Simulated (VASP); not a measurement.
# La2O3 (P4/mmm) in VASP: a series of runs

Runs on La2O3. Level: PBE. Tasks: single point, relaxation of cell and atoms.

Program: VASP 6.6.1. These are calculated values, not measurements. Logs are shortened: lines on timing, memory, paths and dates and some standing lists are left out, and cuts for length are marked.

### Step 1. The cell of the first run

Symmetry: P4/mmm, No. 123, tetragonal system. The conventional cell has a = 3.984 Å, b = 3.984 Å, c = 6.153 Å, α = 90.00°, β = 90.00°, γ = 90.00°. La (site symmetry mmm) has 4 O at 2.49 Å and 4 La at 2.82 Å within 3.3 Å. O (site symmetry 4mm) has 1 O at 1.58 Å within 2.1 Å. O (site symmetry 4/mmm) has 2 O at 1.58 Å within 2.1 Å.

### Step 2. Single point, PBE

The input, INCAR:

```
  PREC = Accurate
  ENCUT = 520
  EDIFF = 1E-6
  ISMEAR = 0
  SIGMA = 0.1
  LREAL = F
  LASPH = T
  NELM = 60
  ALGO = Normal
  ISIF = 2
  LWAVE = F
  LCHARG = F
  GGA = PE
  NBANDS = 28
```

The input, KPOINTS:

```
regular mesh
0
Gamma
  4 4 4
```

The input, POSCAR:

```
La2O3
1.0
    3.9841656000      0.0000000000      0.0000000000
    0.0000000000      3.9841656000      0.0000000000
    0.0000000000      0.0000000000      6.1533913900
La O
2 3
Direct
    0.0000000000      0.5000000000      0.0000000000
    0.5000000000      0.0000000000      0.0000000000
    0.5000000000      0.5000000000      0.2429990900
    0.5000000000      0.5000000000      0.7570009100
    0.5000000000      0.5000000000      0.5000000000
```

Potentials or basis: VASP PAW PBE potentials, release 64 (La, O).

The run is started by

```
cat potpaw_PBE.64/La/POTCAR potpaw_PBE.64/O/POTCAR > POTCAR
mpirun -np 1 vasp_std > vasp.out
```

OUTCAR:

```text
PREC = Accurate
   ENCUT = 520
   EDIFF = 1E-6
   ISMEAR = 0
   LREAL = F
   LASPH = T
   NELM = 60
   ISIF = 2
   GGA = PE

 ion  position               nearest neighbor table
   1  0.000  0.500  0.000-   3 2.49   4 2.49   3 2.49   4 2.49   2 2.82   2 2.82   2 2.82   2 2.82

   2  0.500  0.000  0.000-   3 2.49   4 2.49   3 2.49   4 2.49   1 2.82   1 2.82   1 2.82   1 2.82

   3  0.500  0.500  0.243-   5 1.58   2 2.49   1 2.49   2 2.49   1 2.49
   4  0.500  0.500  0.757-   5 1.58   2 2.49   1 2.49   2 2.49   1 2.49
   5  0.500  0.500  0.500-   3 1.58   4 1.58

  LATTYP: Found a simple tetragonal cell.
 ALAT       =     3.9841656000
 C/A-ratio  =     1.5444617538

  Lattice vectors:

 A1 = (   3.9841656000,   0.0000000000,   0.0000000000)
 A2 = (   0.0000000000,   3.9841656000,   0.0000000000)
 A3 = (   0.0000000000,   0.0000000000,   6.1533913900)

Analysis of symmetry for initial positions (statically):
=====================================================================
 Subroutine PRICEL returns:
 Original cell was already a primitive cell.

 Routine SETGRP: Setting up the symmetry group for a
 simple tetragonal supercell.

 Subroutine GETGRP returns: Found 16 space group operations
 (whereof 16 operations were pure point group operations)
 out of a pool of 16 trial point group operations.

The static configuration has the point symmetry D_4h.

Analysis of symmetry for dynamics (positions and initial velocities):
=====================================================================
 Subroutine PRICEL returns:
 Original cell was already a primitive cell.

 Routine SETGRP: Setting up the symmetry group for a
 simple tetragonal supercell.

 Subroutine GETGRP returns: Found 16 space group operations
 (whereof 16 operations were pure point group operations)
 out of a pool of 16 trial point group operations.

The dynamic configuration has the point symmetry D_4h.

 Subroutine INISYM returns: Found 16 space group operations
 (whereof 16 operations are pure point group operations),
 and found     1 'primitive' translations

----------------------------------------------------------------------------------------

                                     Primitive cell

  volume of cell :      97.6763

  direct lattice vectors                    reciprocal lattice vectors
     3.984165600  0.000000000  0.000000000     0.250993583  0.000000000  0.000000000
     0.000000000  3.984165600  0.000000000     0.000000000  0.250993583  0.000000000
     0.000000000  0.000000000  6.153391390     0.000000000  0.000000000  0.162512009

  length of vectors
     3.984165600  3.984165600  6.153391390     0.250993583  0.250993583  0.162512009

  position of ions in fractional coordinates (direct lattice)
     0.000000000  0.500000000  0.000000000
     0.500000000  0.000000000  0.000000000
     0.500000000  0.500000000  0.242999090
     0.500000000  0.500000000  0.757000910
     0.500000000  0.500000000  0.500000000

  ion indices of the primitive-cell ions
   primitive index   ion index
                 1           1
                 2           2
                 3           3
                 4           4
                 5           5

----------------------------------------------------------------------------------------

 KPOINTS: regular mesh

Automatic generation of k-mesh.
 Grid dimensions read from file:
 generate k-points for:    4    4    4

 Generating k-lattice:

  Cartesian coordinates                     Fractional coordinates (reciprocal lattice)
     0.062748396  0.000000000  0.000000000     0.250000000  0.000000000  0.000000000
     0.000000000  0.062748396  0.000000000     0.000000000  0.250000000  0.000000000
     0.000000000  0.000000000  0.040628002     0.000000000  0.000000000  0.250000000

  Length of vectors
     0.062748396  0.062748396  0.040628002

  Shift w.r.t. Gamma in fractional coordinates (k-lattice)
     0.000000000  0.000000000  0.000000000

 Subroutine IBZKPT returns following result:
 ===========================================

 Found     18 irreducible k-points:

 Following reciprocal coordinates:
            Coordinates               Weight
  0.000000  0.000000  0.000000      1.000000
  0.250000  0.000000  0.000000      4.000000
  0.500000  0.000000  0.000000      2.000000
  0.250000  0.250000  0.000000      4.000000
  0.500000  0.250000  0.000000      4.000000
  0.500000  0.500000  0.000000      1.000000
[... 10 lines left out ...]
  0.500000  0.250000  0.500000      4.000000
  0.500000  0.500000  0.500000      1.000000
   k-points           NKPTS =     18   k-points in BZ     NKDIM =     18   number of bands    NBANDS=     28
   number of dos      NEDOS =    301   number of ions     NIONS =      5
   total plane-waves  NPLWV =  43200
   dimension x,y,z NGX =    30 NGY =   30 NGZ =   48
   dimension x,y,z NGXF=    60 NGYF=   60 NGZF=   96
   ions per type =               2   3
   NGX,Y,Z   is equivalent  to a cutoff of  12.52, 12.52, 12.97 a.u.
   NGXF,Y,Z  is equivalent  to a cutoff of  25.04, 25.04, 25.94 a.u.
 SYSTEM =  unknown system
   PREC   = accura    normal or accurate (medium, high low for compatibility)
   ISTART =      0    job   : 0-new  1-cont  2-samecut
   ICHARG =      2    charge: 1-file 2-atom 10-const
   ISPIN  =      1    spin polarized calculation?
   LNONCOLLINEAR =      F non collinear calculations
   LSORBIT =      F    spin-orbit coupling
   LASPH  =      T    aspherical Exc in radial PAW
   ENCUT  =  520.0 eV  38.22 Ry    6.18 a.u.   7.41  7.41 11.44*2*pi/ulx,y,z
   NELM   =     60;   NELMIN=  2; NELMDL= -5     # of ELM steps
   EDIFF  = 0.1E-05   stopping-criterion for ELM
   LREAL  =      F    real-space projection
   EDIFFG = 0.1E-04   stopping-criterion for IOM
   NSW    =      0    number of steps for IOM
   IBRION =     -1    ionic relax: 0-MD 1-quasi-New 2-CG
   NFREE  =      0    steps in history (QN), initial steepest desc. (CG)
   ISIF   =      2    stress and relaxation
   ISYM   =      2    0-nonsym 1-usesym 2-fastsym
   POTIM  = 0.5000    time-step for ionic-motion
   TEBEG  =    0.0;   TEEND  =   0.0 temperature during run
   PSTRESS=    0.0 pullay stress
   NELECT =      40.0000    total number of electrons
   NUPDOWN=      -1.0000    fix difference up-down
   EMIN   =  10.00;   EMAX   =-10.00  energy-range for DOS
   EFERMI =   0.00;   METHOD = LEGACY
   ISMEAR =     0;   SIGMA  =   0.10  broadening in eV -4-tet -1-fermi 0-gaus
   EFERMI_NEDOS =   21; number of points for ismear=-14 and -15
   IALGO  =     38    algorithm
   IMIX   =      4    mixing-type and parameters
     AMIX     =   0.40;   BMIX     =  1.00
     AMIX_MAG =   1.60;   BMIX_MAG =  1.00
  volume/ion in A,a.u.               =      19.54       131.83
  Fermi-wavevector in a.u.,A,eV,Ry     =   1.215715  2.297368 20.108902  1.477963
  Thomas-Fermi vector in A             =   2.351093
   LORBIT       =      0    0 simple, 1 ext, 2 COOP (PROOUT), +10 PAW based schemes
   GGA     = PE    functional components
   LHFCALC =     F    Hartree Fock is set to
   AEXX    =    0.0000 exact exchange contribution
   IVDW    =     0    specifies the selected vdW correction
   LEPSILON=     F    determine dielectric tensor
   LRPA    =     F    only Hartree local field effects (RPA)
 non-spin polarized calculation
 Gauss-broadening in eV      SIGMA  =   0.10
  energy-cutoff  :      520.00
  volume of cell :       97.68
 maximum number of plane-waves:      2663
 NGX is ok and might be reduce to    30
   NGX = 15   NGY = 15   NGZ = 23

 number of electron      39.9999982 magnetization

 Free energy of the ion-electron system (eV)
  ---------------------------------------------------
  ext. energy  EPLUGINS =         0.00000000
  ---------------------------------------------------
  free energy    TOTEN  =       -26.49553346 eV

  energy without entropy =      -26.46670560  energy(sigma->0) =      -26.48111953

 E-fermi :   5.7358     XC(G=0):  -9.1127

 val. band max:        5.6946413061   @ k =   0.2500   0.0000   0.5000
 cond. band min:       5.7882721052   @ k =   0.2500   0.2500   0.5000
 fundamental gap:      0.0936307991
 Fermi energy:         5.7358427012

 k-point     1 :       0.0000    0.0000    0.0000
  band No.  band energies     occupation
      1     -27.5923      2.00000
      2     -25.3580      2.00000
      3     -14.7038      2.00000
      4     -14.0212      2.00000
      5     -12.6819      2.00000
      6     -12.6819      2.00000
[... 20 lines left out ...]
     27       8.6090      0.00000
     28       8.7067      0.00000

 k-point     2 :       0.2500    0.0000    0.0000
  band No.  band energies     occupation
      1     -27.3065      2.00000
      2     -25.7332      2.00000
      3     -14.8675      2.00000
      4     -13.8220      2.00000
      5     -12.2016      2.00000
      6     -12.1973      2.00000
[... 20 lines left out ...]
     27       8.6197      0.00000
     28       8.6291      0.00000

 k-point     3 :       0.5000    0.0000    0.0000
  band No.  band energies     occupation
      1     -26.5815      2.00000
      2     -26.5464      2.00000
      3     -14.9758      2.00000
      4     -13.5814      2.00000
      5     -11.3601      2.00000
      6     -10.9116      2.00000
[... 20 lines left out ...]
     27       8.3317      0.00000
     28       8.6010      0.00000

 k-point     4 :       0.2500    0.2500    0.0000
  band No.  band energies     occupation
      1     -27.0747      2.00000
      2     -25.9526      2.00000
      3     -15.1849      2.00000
      4     -13.6246      2.00000
      5     -13.0132      2.00000
      6     -11.4468      2.00000
[... 392 lines left out ...]
     27       8.4576      0.00000
     28       8.5036      0.00000

 k-point    17 :       0.5000    0.2500    0.5000
  band No.  band energies     occupation
      1     -26.5178      2.00000
      2     -26.4998      2.00000
      3     -14.8512      2.00000
      4     -14.7955      2.00000
      5     -12.8182      2.00000
      6     -10.8087      2.00000
[... 20 lines left out ...]
     27       8.3694      0.00000
     28       8.4409      0.00000

 k-point    18 :       0.5000    0.5000    0.5000
  band No.  band energies     occupation
      1     -26.4522      2.00000
      2     -26.4522      2.00000
      3     -15.4777      2.00000
      4     -14.7661      2.00000
      5     -13.6010      2.00000
      6     -10.7737      2.00000
[... 20 lines left out ...]
     27       8.3321      0.00000
     28       8.5065      0.00000

------------------------ aborting loop because EDIFF is reached ----------------------------------------

  FORCE on cell =-STRESS in cart. coord.  units (eV):
  Direction    XX          YY          ZZ          XY          YZ          ZX
  --------------------------------------------------------------------------------------
  -------------------------------------------------------------------------------------
  Total       14.1422469     14.1422469      6.8519721      0.0000000     -0.0000000      0.0000000
  in kB      231.9742056    231.9742056    112.3923799      0.0000000     -0.0000000      0.0000000
  external PRESSURE =     192.1135970 kB  Pullay stress =       0.0000000 kB

 VOLUME and BASIS-vectors are now :
 -----------------------------------------------------------------------------
  energy-cutoff  :      520.00
  volume of cell :       97.68
      direct lattice vectors                 reciprocal lattice vectors
     3.984165600  0.000000000  0.000000000     0.250993583  0.000000000  0.000000000
     0.000000000  3.984165600  0.000000000     0.000000000  0.250993583  0.000000000
     0.000000000  0.000000000  6.153391390     0.000000000  0.000000000  0.162512009

 POSITION                                       TOTAL-FORCE (eV/Angst)
 -----------------------------------------------------------------------------------
      0.00000      1.99208      0.00000         0.000000      0.000000      0.000000
      1.99208      0.00000      0.00000         0.000000      0.000000      0.000000
      1.99208      1.99208      1.49527        -0.000000      0.000000     -4.949591
      1.99208      1.99208      4.65812         0.000000     -0.000000      4.949591
      1.99208      1.99208      3.07670         0.000000      0.000000      0.000000
 -----------------------------------------------------------------------------------
    total drift:                                0.000000      0.000000      0.000000

  FREE ENERGIE OF THE ION-ELECTRON SYSTEM (eV)
  ---------------------------------------------------
  free  energy   TOTEN  =       -26.4955334644 eV

  energy  without entropy=      -26.4667056040  energy(sigma->0) =      -26.48111953
```

Wall time 46 s (1 thread of Intel Xeon 6975P-C (Granite Rapids), shared host); peak memory 0.22 GiB.

What came out:

```yaml
Free_energy: -26.4955 eV
Pressure: 19.2 GPa
Largest_force: 4.950 eV/Å
Band_gap_on_the_k_mesh: zero (band 20 reaches 6.49 eV, above the bottom of band 21 at 5.07 eV)
```

Forces on the atoms (eV/Å):
```
La   0.000  0.000  0.000
La   0.000  0.000  0.000
O    0.000  0.000 -4.950
O    0.000  0.000  4.950
O    0.000  0.000  0.000
```

Caveat: the k points lie up to 0.39 Å⁻¹ apart; spin-orbit coupling is left out, which moves the levels of the heavy elements; forces of over 1 eV/Å act on the atoms, so gaps and moduli don't describe the material at rest.

[end of part 1 of 3]
